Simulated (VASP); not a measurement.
# P (Cmmm) in VASP: a series of runs

Runs on P. Level: PBE. Tasks: single point, relaxation of cell and atoms.

Program: VASP 6.6.1. These are calculated values, not measurements. Logs are shortened: lines on timing, memory, paths and dates and some standing lists are left out, and cuts for length are marked.

### Step 1. The cell of the first run

The structure is orthorhombic, space group Cmmm (No. 65). The conventional cell has a = 3.362 Å, b = 3.950 Å, c = 3.496 Å, α = 90.00°, β = 90.00°, γ = 90.00°. Within 2.3 Å of P (site symmetry mm2) lie 2 P at 1.71 to 1.79 Å.

The cell was built from a structure type or drawn by symmetry, and may not be a known phase.

### Step 2. Single point, PBE

Input file INCAR:

```
SYSTEM = P
PREC = Accurate ; ENCUT = 520
EDIFF = 1E-6 ; ISMEAR = 0
SIGMA = 0.1 ; LREAL = .FALSE.
LASPH = .TRUE. ; NELM = 100
ALGO = Normal ; ISIF = 2
LWAVE = .FALSE. ; LCHARG = .FALSE.
GGA = PE ; NBANDS = 12
```

Input file KPOINTS:

```
Automatic mesh
0
G
  6 6 6
  0 0 0
```

Input file POSCAR:

```
P
1.0
    1.6810550700     -1.9750451500      0.0000000000
    1.6810550700      1.9750451500      0.0000000000
    0.0000000000      0.0000000000      3.4958325500
P
2
Direct
    0.5000000000      0.5000000000      0.2443829100
    0.5000000000      0.5000000000      0.7556170900
```

Potentials or basis: VASP PAW PBE potentials, release 64 (P).

The run is started by

```sh
> cat potpaw_PBE.64/P/POTCAR > POTCAR
> mpirun -np 1 vasp_std > vasp.out
```

OUTCAR:

```text
SYSTEM = P
   PREC = Accurate
   ENCUT = 520
   EDIFF = 1E-6
   ISMEAR = 0
   LREAL = .FALSE.
   LASPH = .TRUE.
   NELM = 100
   ISIF = 2
   GGA = PE

 ion  position               nearest neighbor table
   1  0.500  0.500  0.244-   2 1.71   2 1.79
   2  0.500  0.500  0.756-   1 1.71   1 1.79

  LATTYP: Found a base centered orthorhombic cell.
 ALAT       =     3.3621101400
 B/A-ratio  =     1.1748842648
 C/A-ratio  =     1.0397733579

  Lattice vectors:

 A1 = (   1.6810550700,  -1.9750451500,   0.0000000000)
 A2 = (   1.6810550700,   1.9750451500,   0.0000000000)
 A3 = (   0.0000000000,   0.0000000000,   3.4958325500)

Analysis of symmetry for initial positions (statically):
=====================================================================
 Subroutine PRICEL returns:
 Original cell was already a primitive cell.

 Routine SETGRP: Setting up the symmetry group for a
 base centered orthorhombic supercell.

 Subroutine GETGRP returns: Found  8 space group operations
 (whereof  8 operations were pure point group operations)
 out of a pool of  8 trial point group operations.

The static configuration has the point symmetry D_2h.

Analysis of symmetry for dynamics (positions and initial velocities):
=====================================================================
 Subroutine PRICEL returns:
 Original cell was already a primitive cell.

 Routine SETGRP: Setting up the symmetry group for a
 base centered orthorhombic supercell.

 Subroutine GETGRP returns: Found  8 space group operations
 (whereof  8 operations were pure point group operations)
 out of a pool of  8 trial point group operations.

The dynamic configuration has the point symmetry D_2h.

 Subroutine INISYM returns: Found  8 space group operations
 (whereof  8 operations are pure point group operations),
 and found     1 'primitive' translations

----------------------------------------------------------------------------------------

                                     Primitive cell

  volume of cell :      23.2134

  direct lattice vectors                    reciprocal lattice vectors
     1.681055070 -1.975045150  0.000000000     0.297432255 -0.253158770  0.000000000
     1.681055070  1.975045150  0.000000000     0.297432255  0.253158770  0.000000000
     0.000000000  0.000000000  3.495832550     0.000000000  0.000000000  0.286054891

  length of vectors
     2.593597789  2.593597789  3.495832550     0.390583293  0.390583293  0.286054891

  position of ions in fractional coordinates (direct lattice)
     0.500000000  0.500000000  0.244382910
     0.500000000  0.500000000  0.755617090

  ion indices of the primitive-cell ions
   primitive index   ion index
                 1           1
                 2           2

----------------------------------------------------------------------------------------

 KPOINTS: Automatic mesh

Automatic generation of k-mesh.
 Grid dimensions read from file:
 generate k-points for:    6    6    6

 Generating k-lattice:

  Cartesian coordinates                     Fractional coordinates (reciprocal lattice)
     0.049572042 -0.042193128  0.000000000     0.166666667 -0.000000000  0.000000000
     0.049572042  0.042193128  0.000000000    -0.000000000  0.166666667  0.000000000
     0.000000000  0.000000000  0.047675815     0.000000000  0.000000000  0.166666667

  Length of vectors
     0.065097216  0.065097216  0.047675815

  Shift w.r.t. Gamma in fractional coordinates (k-lattice)
     0.000000000  0.000000000  0.000000000

 Subroutine IBZKPT returns following result:
 ===========================================

 Found     52 irreducible k-points:

 Following reciprocal coordinates:
            Coordinates               Weight
  0.000000  0.000000  0.000000      1.000000
  0.166667 -0.000000  0.000000      4.000000
  0.333333  0.000000  0.000000      4.000000
  0.500000  0.000000  0.000000      2.000000
  0.166667  0.166667  0.000000      2.000000
  0.333333  0.166667  0.000000      4.000000
[... 16 lines left out ...]
  0.333333  0.333333  0.166667      4.000000
  0.500000  0.333333  0.166667      8.000000
 [... further k-points ...]
   k-points           NKPTS =     52   k-points in BZ     NKDIM =     52   number of bands    NBANDS=     12
   number of dos      NEDOS =    301   number of ions     NIONS =      2
   total plane-waves  NPLWV =  11200
   dimension x,y,z NGX =    20 NGY =   20 NGZ =   28
   dimension x,y,z NGXF=    40 NGYF=   40 NGZF=   56
   ions per type =               2
   NGX,Y,Z   is equivalent  to a cutoff of  12.82, 12.82, 13.32 a.u.
   NGXF,Y,Z  is equivalent  to a cutoff of  25.64, 25.64, 26.63 a.u.
 SYSTEM =  P
   PREC   = accura    normal or accurate (medium, high low for compatibility)
   ISTART =      0    job   : 0-new  1-cont  2-samecut
   ICHARG =      2    charge: 1-file 2-atom 10-const
   ISPIN  =      1    spin polarized calculation?
   LNONCOLLINEAR =      F non collinear calculations
   LSORBIT =      F    spin-orbit coupling
   LASPH  =      T    aspherical Exc in radial PAW
   ENCUT  =  520.0 eV  38.22 Ry    6.18 a.u.   4.82  4.82  6.50*2*pi/ulx,y,z
   NELM   =    100;   NELMIN=  2; NELMDL= -5     # of ELM steps
   EDIFF  = 0.1E-05   stopping-criterion for ELM
   LREAL  =      F    real-space projection
   EDIFFG = 0.1E-04   stopping-criterion for IOM
   NSW    =      0    number of steps for IOM
   IBRION =     -1    ionic relax: 0-MD 1-quasi-New 2-CG
   NFREE  =      0    steps in history (QN), initial steepest desc. (CG)
   ISIF   =      2    stress and relaxation
   ISYM   =      2    0-nonsym 1-usesym 2-fastsym
   POTIM  = 0.5000    time-step for ionic-motion
   TEBEG  =    0.0;   TEEND  =   0.0 temperature during run
   PSTRESS=    0.0 pullay stress
   NELECT =      10.0000    total number of electrons
   NUPDOWN=      -1.0000    fix difference up-down
   EMIN   =  10.00;   EMAX   =-10.00  energy-range for DOS
   EFERMI =   0.00;   METHOD = LEGACY
   ISMEAR =     0;   SIGMA  =   0.10  broadening in eV -4-tet -1-fermi 0-gaus
   EFERMI_NEDOS =   21; number of points for ismear=-14 and -15
   IALGO  =     38    algorithm
   IMIX   =      4    mixing-type and parameters
     AMIX     =   0.40;   BMIX     =  1.00
     AMIX_MAG =   1.60;   BMIX_MAG =  1.00
  volume/ion in A,a.u.               =      11.61        78.33
  Fermi-wavevector in a.u.,A,eV,Ry     =   1.236408  2.336471 20.799274  1.528704
  Thomas-Fermi vector in A             =   2.371017
   LORBIT       =      0    0 simple, 1 ext, 2 COOP (PROOUT), +10 PAW based schemes
   GGA     = PE    functional components
   LHFCALC =     F    Hartree Fock is set to
   AEXX    =    0.0000 exact exchange contribution
   IVDW    =     0    specifies the selected vdW correction
   LEPSILON=     F    determine dielectric tensor
   LRPA    =     F    only Hartree local field effects (RPA)
 non-spin polarized calculation
 Gauss-broadening in eV      SIGMA  =   0.10
  energy-cutoff  :      520.00
  volume of cell :       23.21
 maximum number of plane-waves:       637
   NGX =  9   NGY =  9   NGZ = 13

 number of electron      10.0000001 magnetization

 Free energy of the ion-electron system (eV)
  ---------------------------------------------------
  ext. energy  EPLUGINS =         0.00000000
  ---------------------------------------------------
  free energy    TOTEN  =        -4.64423648 eV

  energy without entropy =       -4.63864603  energy(sigma->0) =       -4.64144125

 E-fermi :  12.7580     XC(G=0): -12.1386

 val. band max:       12.7214232389   @ k =   0.3333   0.1667   0.1667
 cond. band min:      12.7667838838   @ k =   0.5000   0.1667   0.5000
 fundamental gap:      0.0453606449
 Fermi energy:        12.7579570613

 k-point     1 :       0.0000    0.0000    0.0000
  band No.  band energies     occupation
      1      -6.8419      2.00000
      2       2.3641      2.00000
      3       6.3235      2.00000
      4      12.2283      2.00000
      5      13.2222      0.00000
      6      16.5726      0.00000
      7      16.7344      0.00000
      8      21.9862      0.00000
      9      22.6490      0.00000
     10      22.7899      0.00000
     11      23.6635      0.00000
     12      25.8514      0.00000

 k-point     2 :       0.1667   -0.0000    0.0000
  band No.  band energies     occupation
      1      -6.3331      2.00000
      2       2.7264      2.00000
      3       6.8907      2.00000
      4       8.4990      2.00000
      5      12.9188      0.02295
      6      17.1705      0.00000
      7      19.1209      0.00000
      8      19.6232      0.00000
      9      21.6532      0.00000
     10      22.5942      0.00000
     11      23.3337      0.00000
     12      26.1101      0.00000

 k-point     3 :       0.3333    0.0000    0.0000
  band No.  band energies     occupation
      1      -4.9597      2.00000
      2       3.6037      2.00000
      3       4.0150      2.00000
      4       8.5423      2.00000
      5      13.4479      0.00000
      6      15.3367      0.00000
      7      15.3409      0.00000
      8      17.9244      0.00000
      9      22.9433      0.00000
     10      23.8222      0.00000
     11      23.8978      0.00000
     12      28.7089      0.00000

 k-point     4 :       0.5000    0.0000    0.0000
  band No.  band energies     occupation
      1      -3.8404      2.00000
      2       1.8210      2.00000
      3       4.1786      2.00000
      4      10.4856      2.00000
      5      12.4683      1.99996
      6      13.7347      0.00000
      7      13.8764      0.00000
      8      17.8404      0.00000
      9      23.1600      0.00000
     10      24.2714      0.00000
     11      24.2941      0.00000
     12      27.9597      0.00000

 k-point     5 :       0.1667    0.1667    0.0000
  band No.  band energies     occupation
      1      -5.6942      2.00000
      2       3.1583      2.00000
      3       7.6250      2.00000
      4       8.1736      2.00000
      5       8.4270      2.00000
      6      18.4877      0.00000
      7      18.7352      0.00000
      8      19.6949      0.00000
      9      20.4896      0.00000
     10      22.2710      0.00000
     11      22.9913      0.00000
     12      27.4908      0.00000
[... 228 lines left out ...]
      1      -4.3762      2.00000
      2       2.3843      2.00000
      3       5.2384      2.00000
      4      10.0476      2.00000
      5      10.8655      2.00000
      6      13.4446      0.00000
      7      18.1749      0.00000
      8      18.6857      0.00000
      9      20.3155      0.00000
     10      21.7605      0.00000
     11      25.2048      0.00000
     12      26.2916      0.00000

 k-point    22 :      -0.1667    0.1667    0.1667
  band No.  band energies     occupation
      1      -5.6477      2.00000
      2       1.3432      2.00000
      3       9.1835      2.00000
      4       9.5418      2.00000
      5      10.0670      2.00000
      6      16.6002      0.00000
      7      17.9494      0.00000
      8      20.7207      0.00000
      9      21.6609      0.00000
     10      22.0563      0.00000
     11      23.5864      0.00000
     12      24.6840      0.00000

 k-point    23 :       0.3333    0.3333    0.1667
  band No.  band energies     occupation
      1      -2.5315      2.00000
      2       3.7359      2.00000
      3       4.9212      2.00000
      4       5.4746      2.00000
      5      11.4194      2.00000
      6      12.2357      2.00000
      7      15.2877      0.00000
      8      18.1266      0.00000
      9      19.6847      0.00000
     10      20.5106      0.00000
     11      26.0592      0.00000
     12      27.5070      0.00000

 k-point    24 :       0.5000    0.3333    0.1667
  band No.  band energies     occupation
      1      -1.8734      2.00000
      2       3.7959      2.00000
      3       4.1965      2.00000
      4       6.6432      2.00000
      5      10.9493      2.00000
      6      12.8882      0.06541
      7      14.6234      0.00000
      8      15.9693      0.00000
      9      18.7583      0.00000
     10      21.1633      0.00000
     11      22.8412      0.00000
     12      27.9867      0.00000

 [... further k-points ...]

------------------------ aborting loop because EDIFF is reached ----------------------------------------

  FORCE on cell =-STRESS in cart. coord.  units (eV):
  Direction    XX          YY          ZZ          XY          YZ          ZX
  --------------------------------------------------------------------------------------
  -------------------------------------------------------------------------------------
  Total        1.1580260      1.7667352     51.4304021     -0.0000000      0.0000000      0.0000000
  in kB       79.9262264    121.9389511   3549.6939976     -0.0000000      0.0000000      0.0000000
  external PRESSURE =    1250.5197250 kB  Pullay stress =       0.0000000 kB

 VOLUME and BASIS-vectors are now :
 -----------------------------------------------------------------------------
  energy-cutoff  :      520.00
  volume of cell :       23.21
      direct lattice vectors                 reciprocal lattice vectors
     1.681055070 -1.975045150  0.000000000     0.297432255 -0.253158770  0.000000000
     1.681055070  1.975045150  0.000000000     0.297432255  0.253158770  0.000000000
     0.000000000  0.000000000  3.495832550     0.000000000  0.000000000  0.286054891

 POSITION                                       TOTAL-FORCE (eV/Angst)
 -----------------------------------------------------------------------------------
      1.68106      0.00000      0.85432         0.000000      0.000000      4.800849
      1.68106      0.00000      2.64151        -0.000000      0.000000     -4.800849
 -----------------------------------------------------------------------------------
    total drift:                                0.000000     -0.000000     -0.000000

  FREE ENERGIE OF THE ION-ELECTRON SYSTEM (eV)
  ---------------------------------------------------
  free  energy   TOTEN  =        -4.6442364764 eV

  energy  without entropy=       -4.6386460323  energy(sigma->0) =       -4.64144125
```

Run time: 17 s. Hardware: 1 thread of Intel Xeon 8259CL, shared host; peak memory 0.13 GiB.

Results:

```yaml
Free_energy: -4.6442 eV
Pressure: 125.1 GPa
Largest_force: 4.801 eV/Å
Band_gap_on_the_k_mesh: zero (bands 5 and 6 overlap by 8.00 eV)
```

Forces on the atoms (eV/Å):
```
P    0.000  0.000  4.801
P    0.000  0.000 -4.801
```

Levels at points of the mesh, in eV from the Fermi level:
```
           k point  band 2  band 3  band 4  band 5  band 6  band 7  band 8  band 9
(0.00, 0.00, 0.00)  -10.39   -6.43   -0.53    0.46    3.81    3.98    9.23    9.89
(0.50, 0.00, 0.00)  -10.94   -8.58   -2.27   -0.29    0.98    1.12    5.08   10.40
(0.50, 0.50, 0.00)   -9.44   -7.11   -7.10   -0.77    1.08    2.22    2.42    3.35
(0.00, 0.00, 0.50)  -16.57    1.70    1.87    2.24    2.40    2.67    3.21    6.54
(0.50, 0.00, 0.50)  -13.68   -8.32   -7.94    3.26    3.83    4.35    4.90   11.67
(0.50, 0.50, 0.50)  -11.16   -6.89   -6.47   -4.63   -4.18    2.02    2.31    9.95
```

Caveat: the k points lie up to 0.41 Å⁻¹ apart, too coarse for converged energies and pressures of a metal; forces of over 1 eV/Å act on the atoms, so gaps and moduli don't describe the material at rest.

### Step 3. Relaxation of cell and atoms, PBE

Input file INCAR:

```
SYSTEM = P
  PREC = Accurate
  ENCUT = 600
  EDIFF = 1E-6
  ISMEAR = 0
  SIGMA = 0.1
  LREAL = .FALSE.
  LASPH = .TRUE.
  NELM = 100
  ALGO = Normal
  ISIF = 3
  LWAVE = .FALSE.
  LCHARG = .FALSE.
  GGA = PE
  IBRION = 2
  NSW = 90
  EDIFFG = -0.04
```

Input file KPOINTS:

```
regular mesh
0
G
  6 6 6
  0 0 0
```

POSCAR is that of step 2.

Potentials or basis: VASP PAW PBE potentials, release 64 (P).

The run is started by

```sh
> cat potpaw_PBE.64/P/POTCAR > POTCAR
> mpirun -np 1 vasp_std > vasp.out
```

It took 3.5 min on 1 thread of Intel Xeon 8259CL, shared host; peak memory 0.15 GiB.

It converged, with:

* Free energy: -10.5921 eV
* Relaxed volume: 14.64 Å³/atom
* Relaxed cell: a = 2.435 Å, b = 2.435 Å, c = 4.935 Å, α = 90.00°, β = 90.00°, γ = 89.94°
* Space group after relaxing (to 0.1 Å): Pm-3m (No. 221)
* Energy gained by relaxing: 2973.2 meV/atom
* Ionic steps: 21
* Pressure after relaxing: -0.1 GPa
* Largest force after relaxing: 0.006 eV/Å
* Band gap on the k mesh: zero (bands 5 and 6 overlap by 10.27 eV)

Forces in eV/Å, atoms in the order of the input:
```
P    0.000  0.000  0.006
P    0.000  0.000 -0.006
```

Stress tensor (GPa, compression positive):
```
-0.33  0.00  0.00
 0.00 -0.12  0.00
 0.00  0.00  0.22
```

The path:
| step | energy change (eV) | largest force (eV/Å) | pressure (GPa) | volume (Å³) |
| --- | --- | --- | --- | --- |
| 1 | 0.0000 | 4.7997 | 125.06 | 23.21 |
| 2 | -4.1654 | 0.8159 | -13.45 | 55.75 |
| 3 | -4.3403 | 1.0473 | -13.46 | 53.24 |
| 4 | -4.5331 | 1.2459 | -13.27 | 50.75 |
| 5 | -5.4277 | 0.1642 | -6.55 | 36.60 |
| 6 | -5.4270 | 0.5749 | -4.76 | 35.57 |
| 7 | -5.4302 | 0.3353 | -5.86 | 36.20 |
| 8 | -5.6894 | 0.4077 | -2.43 | 33.30 |
| 9 | -5.7456 | 0.3637 | 0.65 | 31.81 |
| 10 | -5.7470 | 0.3818 | 1.33 | 31.54 |
| 11 | -5.7860 | 0.3270 | -0.66 | 31.68 |
| 12 | -5.7908 | 0.3073 | -3.14 | 31.86 |
| 13 | -5.7966 | 0.2409 | -2.60 | 31.81 |
| 14 | -5.8306 | 0.4519 | -1.40 | 30.88 |
| 15 | -5.7754 | 0.4428 | 6.11 | 28.08 |
| 16 | -5.8447 | 0.4877 | 0.49 | 30.00 |
| 17 | -5.8810 | 0.3021 | 0.72 | 29.60 |
| 18 | -5.9150 | 0.3915 | 1.67 | 28.90 |
| 19 | -5.9431 | 0.1111 | 0.80 | 29.07 |
| 20 | -5.9431 | 0.0951 | 0.82 | 29.06 |
| 21 | -5.9463 | 0.0063 | -0.08 | 29.27 |

Final structure:
```xyz
2
Lattice="1.7230 -1.7212 0.0000 1.7230 1.7212 0.0000 0.0000 0.0000 4.9352" Properties=species:S:1:pos:R:3 pbc="T T T"
P     1.7230    0.0000    1.2333
P     1.7230    0.0000    3.7020
```

Levels at points of the mesh, in eV from the Fermi level:
```
           k point  band 1  band 2  band 3  band 4  band 5  band 6  band 7  band 8  band 9
(0.00, 0.00, 0.00)  -16.54  -12.42   -8.69    4.54    5.08    5.08    6.64    6.79    7.76
(0.50, 0.00, 0.00)  -12.16   -8.72   -7.69   -5.48   -5.23    0.93    7.41    7.94   10.40
(0.50, 0.50, 0.00)   -7.39   -5.31   -5.29   -2.37   -2.35   -2.08   -1.81    0.95    4.68
(0.00, 0.00, 0.50)  -15.18  -15.18   -3.31   -3.30    6.10    6.11    6.11    6.12    7.80
(0.50, 0.00, 0.50)  -10.79  -10.78   -7.52   -7.52    0.27    0.28    5.80    5.80    8.90
(0.50, 0.50, 0.50)   -6.00   -5.99   -4.19   -4.18   -4.17   -4.16    2.24    2.24    4.33
```

Caveat: the k points lie up to 0.43 Å⁻¹ apart in the final cell, too coarse for converged energies and pressures of a metal; the volume moved by over 15 % at a fixed basis, so the end points are rough.
